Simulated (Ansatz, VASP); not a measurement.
## One calculation of TePb, two programs

```
Pb Te
1.0
     4.54395    0.00000    0.00000
    -2.27198    3.93518    0.00000
     0.00000    0.00000    7.92576
Pb Te
2 2
Direct
  0.00000 0.00000 0.00000
  0.00000 0.00000 0.50000
  0.33333 0.66667 0.25000
  0.66667 0.33333 0.75000
```

Alike in both runs: task single point; functional r2SCAN; k mesh 6 × 6 × 4; occupations fermi-dirac, width 0.02 eV; no spin polarisation.

```csv
,VASP,Ansatz
version,VASP 6.6.1,Ansatz 0.2.0
potentials or method,"VASP PAW PBE potentials, release 64 (Pb_d, Te)","plane waves, PAW"
plane-wave cutoff (eV),520,500
valence electrons in the cell,40,60
```

```tsv
	VASP	Ansatz	Ansatz less VASP
pressure (GPa)	0.0	0.0	+0.01
```

VASP's potentials were made for PBE, not for r2SCAN. With one functional, cell and mesh, what is left measures potentials, basis and numerics. VASP's potentials hold 40 valence electrons a cell and Ansatz's 60, so a difference there can come from the potentials and not from the codes.

Neither program's run includes spin-orbit coupling.
